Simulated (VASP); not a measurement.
Here is a VASP 6.6.1 calculation.

INCAR

```
SYSTEM = BaZrO3
ALGO = Normal
EDIFF = 1E-6
ENCUT = 910
GGA = PS
GGA_COMPAT = .FALSE.
ISIF = 2
ISMEAR = -1
LASPH = .TRUE.
LCHARG = .TRUE.
LELF = .TRUE.
LREAL = .FALSE.
LVHAR = .TRUE.
LWAVE = .FALSE.
NBANDS = 28
NELM = 120
PREC = Accurate
SIGMA = 0.05
```

File KPOINTS:

```
k-points
0
G
  8 8 8
  0 0 0
```

POSCAR

```
BaZrO3
1.0
    4.1806150114      0.0000000000      0.0000000000
    0.0000000000      4.1806150114      0.0000000000
    0.0000000000      0.0000000000      4.1806150114
Ba Zr O
1 1 3
Direct
    0.0000000000      0.0000000000      0.0000000000
    0.5000000000      0.5000000000      0.5000000000
    0.0000000000      0.5000000000      0.5000000000
    0.5000000000      0.0000000000      0.5000000000
    0.5000000000      0.5000000000      0.0000000000
```

Potentials or basis: VASP PAW PBE potentials, release 64 (Ba_sv, Zr_sv, O_h).

Command:

```bash
$ cat potpaw_PBE.64/Ba_sv/POTCAR potpaw_PBE.64/Zr_sv/POTCAR potpaw_PBE.64/O_h/POTCAR > POTCAR
$ mpirun -np 1 vasp_std > vasp.out
```

**Question.** Estimate the pressure.

**Answer.** 0.9 GPa.

**Question.** What does it give for the band gap on the k mesh?

**Answer.** 3.13 eV (least direct gap 3.34 eV).

Caveat: the cutoff is under 1.25 times the usual one of these potentials, so pressure, stress and relaxed cells hold a basis-set (Pulay) error; the PAW data sets were made with another functional, which shifts forces and pressure a little; spin-orbit coupling is left out, which moves the levels of the heavy elements. A k mesh can miss the band edges.
